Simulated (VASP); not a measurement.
# GaP (F-43m) in VASP: vibrations by perturbation theory with PBEsol

Aim: the vibrations by perturbation theory of GaP with PBEsol.

All numbers are computed with VASP 6.6.1; they aren't measurements. Logs are shortened: lines on timing, memory, paths and dates and some standing lists are left out, and cuts for length are marked.

## (1) The cell of the first run

The structure is cubic, space group F-43m (No. 216). Conventional cell: a = 5.451 Å, b = 5.451 Å, c = 5.451 Å, α = 90.00°, β = 90.00°, γ = 90.00°. Within 3.1 Å of Ga (site symmetry -43m) lie 4 P at 2.36 Å. P (site symmetry -43m) has 4 Ga at 2.36 Å within 3.1 Å.

## (2) Vibrations by perturbation theory, PBEsol

INCAR reads:

```
SYSTEM = GaP
  ALGO = Normal
  EDIFF = 1E-8
  ENCUT = 500
  GGA = PS
  GGA_COMPAT = .FALSE.
  IBRION = 8
  ISIF = 2
  ISMEAR = 0
  LASPH = .TRUE.
  LCHARG = .FALSE.
  LEPSILON = .TRUE.
  LREAL = .FALSE.
  LWAVE = .FALSE.
  NBANDS = 16
  NELM = 120
  NSW = 1
  PREC = Accurate
  SIGMA = 0.01
```

KPOINTS reads:

```
k-points
0
G
  6 6 6
  0 0 0
```

POSCAR reads:

```
GaP
1.0
    0.0000000000      2.7252500000      2.7252500000
    2.7252500000      0.0000000000      2.7252500000
    2.7252500000      2.7252500000      0.0000000000
Ga P
1 1
Direct
    0.0000000000      0.0000000000      0.0000000000
    0.2500000000      0.2500000000      0.2500000000
```

Potentials or basis: VASP PAW PBE potentials, release 64 (Ga_d, P).

Started as:

```bash
$ cat potpaw_PBE.64/Ga_d/POTCAR potpaw_PBE.64/P/POTCAR > POTCAR
$ mpirun -np 1 vasp_std > vasp.out
```

OUTCAR:

```text
SYSTEM = GaP
   EDIFF = 1E-8
   ENCUT = 500
   GGA = PS
   IBRION = 8
   ISIF = 2
   ISMEAR = 0
   LASPH = .TRUE.
   LEPSILON = .TRUE.
   LREAL = .FALSE.
   NELM = 120
   NSW = 1
   PREC = Accurate

 ion  position               nearest neighbor table
   1  0.000  0.000  0.000-   2 2.36   2 2.36   2 2.36   2 2.36
   2  0.250  0.250  0.250-   1 2.36   1 2.36   1 2.36   1 2.36

  LATTYP: Found a face centered cubic cell.
 ALAT       =     5.4505000000

  Lattice vectors:

 A1 = (   0.0000000000,   2.7252500000,   2.7252500000)
 A2 = (   2.7252500000,   0.0000000000,   2.7252500000)
 A3 = (   2.7252500000,   2.7252500000,   0.0000000000)

Analysis of symmetry for initial positions (statically):
=====================================================================
 Subroutine PRICEL returns:
 Original cell was already a primitive cell.

 Routine SETGRP: Setting up the symmetry group for a
 face centered cubic supercell.

 Subroutine GETGRP returns: Found 24 space group operations
 (whereof 24 operations were pure point group operations)
 out of a pool of 48 trial point group operations.

The static configuration has the point symmetry T_d .

Analysis of symmetry for dynamics (positions and initial velocities):
=====================================================================
 Subroutine PRICEL returns:
 Original cell was already a primitive cell.

 Routine SETGRP: Setting up the symmetry group for a
 face centered cubic supercell.

 Subroutine GETGRP returns: Found 24 space group operations
 (whereof 24 operations were pure point group operations)
 out of a pool of 48 trial point group operations.

The dynamic configuration has the point symmetry T_d .

 Subroutine INISYM returns: Found 24 space group operations
 (whereof 24 operations are pure point group operations),
 and found     1 'primitive' translations

----------------------------------------------------------------------------------------

                                     Primitive cell

  volume of cell :      40.4808

  direct lattice vectors                    reciprocal lattice vectors
     0.000000000  2.725250000  2.725250000    -0.183469406  0.183469406  0.183469406
     2.725250000  0.000000000  2.725250000     0.183469406 -0.183469406  0.183469406
     2.725250000  2.725250000  0.000000000     0.183469406  0.183469406 -0.183469406

  length of vectors
     3.854085511  3.854085511  3.854085511     0.317778334  0.317778334  0.317778334

  position of ions in fractional coordinates (direct lattice)
     0.000000000  0.000000000  0.000000000
     0.250000000  0.250000000  0.250000000

  ion indices of the primitive-cell ions
   primitive index   ion index
                 1           1
                 2           2

----------------------------------------------------------------------------------------

 KPOINTS: k-points

Automatic generation of k-mesh.
 Grid dimensions read from file:
 generate k-points for:    6    6    6

 Generating k-lattice:
[... 441 lines left out ...]
 ------------------------------------------------------

 Free energy of the ion-electron system (eV)
  ---------------------------------------------------
  ---------------------------------------------------
  free energy    TOTEN  =        -1.48955810 eV

  energy without entropy =       -1.48955810

------------------------ aborting loop because EDIFF is reached ----------------------------------------

--------------------------------------- Ionic step        2  -------------------------------------------

------------------------ aborting loop because EDIFF is reached ----------------------------------------

--------------------------------------- Ionic step        3  -------------------------------------------

------------------------ aborting loop because EDIFF is reached ----------------------------------------

 PIEZOELECTRIC TENSOR FIELD DIRECTION 3  (e Angst)
 -----------------------------------------------------------------------------
    -0.00023 -2.16517  0.00000           (  0.00000 -0.03539  0.00000)
    -2.16517 -0.00023  0.00000           ( -0.03539  0.00000  0.00000)
     0.00000  0.00000 -0.00080           (  0.00000  0.00000 -0.00000)

 PIEZOELECTRIC TENSOR FIELD DIRECTION 3  (C/m^2)
 -----------------------------------------------------------------------------
    -0.00009 -0.85695  0.00000
    -0.85695 -0.00009  0.00000
     0.00000  0.00000 -0.00032

--------------------------------------- Ionic step        4  -------------------------------------------

------------------------ aborting loop because EDIFF is reached ----------------------------------------

[... ionic steps 5 to 6 ...]

--------------------------------------- Ionic step        7  -------------------------------------------

 Free energy of the ion-electron system (eV)
  ---------------------------------------------------
  ---------------------------------------------------
  free energy    TOTEN  =        -0.04743945 eV

  energy without entropy =       -0.04743945

------------------------ aborting loop because EDIFF is reached ----------------------------------------

 INTERNAL STRAIN TENSOR  FOR ION    2  DIRECTION 1   (eV/Angst):
 -----------------------------------------------------------------------------
     0.01569  0.00000  0.00000
     0.00000 -0.00577 -6.97880
     0.00000 -6.97880 -0.00577

 MACROSCOPIC STATIC DIELECTRIC TENSOR (including local field effects in DFT)
 ------------------------------------------------------
          13.510987    -0.000000     0.000000
           0.000000    13.510987    -0.000000
           0.000000     0.000000    13.510987
 ------------------------------------------------------

 PIEZOELECTRIC TENSOR (including local field effects)  for field in x, y, z        (e  Angst)
          XX          YY          ZZ          XY          YZ          ZX
  --------------------------------------------------------------------------------
  x     0.00000    -0.00000    -0.00000     0.00000    -2.17767     0.00000
  y     0.00000     0.00000     0.00000     0.00000     0.00000    -2.17767
  z     0.00000     0.00000     0.00000    -2.17767     0.00000     0.00000

 PIEZOELECTRIC TENSOR (including local field effects)  for field in x, y, z        (C/m^2)
          XX          YY          ZZ          XY          YZ          ZX
  --------------------------------------------------------------------------------
  x     0.00000    -0.00000    -0.00000     0.00000    -0.86189     0.00000
  y     0.00000     0.00000     0.00000     0.00000     0.00000    -0.86189
  z     0.00000     0.00000     0.00000    -0.86189     0.00000     0.00000

 BORN EFFECTIVE CHARGES (including local field effects) (in |e|, cummulative output)
 ---------------------------------------------------------------------------------
 ion    1
    1     2.34703     0.00000    -0.00000
    2     0.00000     2.34703     0.00000
    3     0.00000     0.00000     2.34703
 ion    2
    1    -2.34703     0.00000     0.00000
    2     0.00000    -2.34703    -0.00000
    3     0.00000     0.00000    -2.34703

 INTERNAL STRAIN TENSOR FOR ION    2 for displacements in x,y,z  (eV/Angst):
          X           Y           Z          XY          YZ          ZX
  --------------------------------------------------------------------------------
  x    -0.00000    -0.00000    -0.00000     0.00000    -6.97880     0.00000
  y    -0.00000     0.00000    -0.00000     0.00000     0.00000    -6.97880
  z    -0.00000    -0.00000    -0.00000    -6.97880     0.00000     0.00000

 SECOND DERIVATIVES (NOT SYMMETRIZED)
 ------------------------------------
               1X          1Y          1Z          2X          2Y          2Z
  1X    -9.871638    0.000000    0.000000    9.871638    0.000000    0.000000
  1Y     0.000000   -9.871638    0.000000    0.000000    9.871638    0.000000
  1Z     0.000000    0.000000   -9.871638    0.000000    0.000000    9.871638
  2X     9.836969    0.000000    0.000000   -9.836969    0.000000    0.000000
  2Y     0.000000    9.836969    0.000000    0.000000   -9.836969    0.000000
  2Z     0.000000    0.000000    9.836969    0.000000    0.000000   -9.836969

 Eigenvectors and eigenvalues of the dynamical matrix
 ----------------------------------------------------

   1 f  =   10.593473 THz    66.560757 2PiTHz  353.360239 cm-1    43.811066 meV
             X         Y         Z           dx          dy          dz
      0.000000  0.000000  0.000000     0.555289   -0.000000   -0.000000
      1.362625  1.362625  1.362625    -0.831657   -0.000000    0.000000
[... 21 lines left out ...]
   6 f/i=    0.008606 THz     0.054071 2PiTHz    0.287054 cm-1     0.035590 meV
             X         Y         Z           dx          dy          dz
      0.000000  0.000000  0.000000    -0.118428   -0.104476   -0.816525
      1.362625  1.362625  1.362625    -0.079073   -0.069757   -0.545186

--------------------------------------------------------------------------------------------------------

 MACROSCOPIC STATIC DIELECTRIC TENSOR IONIC CONTRIBUTION
 ------------------------------------------------------
           2.498781    -0.000000     0.000000
          -0.000000     2.498781     0.000000
           0.000000     0.000000     2.498781
 ------------------------------------------------------

 ELASTIC MODULI CONTR FROM IONIC RELAXATION (kBar)
 Direction    XX          YY          ZZ          XY          YZ          ZX
 --------------------------------------------------------------------------------
 XX          -0.0000     -0.0000     -0.0000     -0.0000     -0.0000     -0.0000
 YY          -0.0000     -0.0000     -0.0000     -0.0000     -0.0000     -0.0000
 ZZ          -0.0000     -0.0000     -0.0000     -0.0000     -0.0000     -0.0000
 XY          -0.0000     -0.0000     -0.0000   -193.3335     -0.0000     -0.0000
 YZ          -0.0000     -0.0000     -0.0000     -0.0000   -193.3335      0.0000
 ZX          -0.0000     -0.0000     -0.0000     -0.0000      0.0000   -193.3335
 --------------------------------------------------------------------------------

 PIEZOELECTRIC TENSOR IONIC CONTR  for field in x, y, z        (C/m^2)
          XX          YY          ZZ          XY          YZ          ZX
  --------------------------------------------------------------------------------
  x     0.00000     0.00000     0.00000     0.00000     0.65402    -0.00000
  y     0.00000     0.00000     0.00000     0.00000    -0.00000     0.65402
  z     0.00000     0.00000     0.00000     0.65402     0.00000     0.00000
```

It took 2.2 min on 1 thread of Intel Xeon 6975P-C (Granite Rapids), shared host; peak memory 0.21 GiB.

What came out:

```yaml
Electronic_dielectric_tensor_diagonal: 13.51
Born_charges_mean_of_the_diagonal: Ga +2.35; P -2.35 e
Highest_phonon_frequency_at_Γ_LO-TO_splitting_left_out: 353 cm⁻¹
```

Phonon frequencies in cm⁻¹ (negative: imaginary):
```csv
q point,frequencies
"(0.000, 0.000, 0.000)",0 0 0 353 353 353
```

Electronic dielectric tensor:
```
13.51  0.00  0.00
 0.00 13.51  0.00
 0.00  0.00 13.51
```

Born effective charge tensors (e):
atom 1, Ga
```
2.35 0.00 0.00
0.00 2.35 0.00
0.00 0.00 2.35
```
atom 2, P
```
-2.35  0.00  0.00
 0.00 -2.35  0.00
 0.00  0.00 -2.35
```
